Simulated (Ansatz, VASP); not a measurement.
Two plane-wave programs on BeAl

```
Be Al
1.0
     2.71559    0.00000    0.00000
    -1.35780    2.35177    0.00000
     0.00000    0.00000    4.01886
Be Al
1 1
Cartesian
  0.0000 0.0000 0.0000
  0.0000 1.5678 2.0094
```

Change from the starting cell: species swapped into the MoP type (P-6m2, No. 187).

Alike in both runs: functional PBE; k mesh 24 × 24 × 14; occupations gaussian, width 0.1 eV; no spin polarisation.

Ansatz relaxed the structure, and its values are those at the end. VASP's run is a single point on that final structure, the one shown.

```csv
,VASP,Ansatz
version,VASP 6.6.1,Ansatz 0.2.0
potentials or method,"VASP PAW PBE potentials, release 64 (Be, Al), cutoff 520 eV","scalar-relativistic, plane waves, PAW"
valence electrons in the cell,5,5
```

```tsv
	VASP	Ansatz	Ansatz less VASP
gap on the k mesh at the Fermi level (eV)	none	none	-
pressure (GPa)	0.0	0.0	-0.01
```

A gap of «none» marks a metal or a gap that the smearing closes.
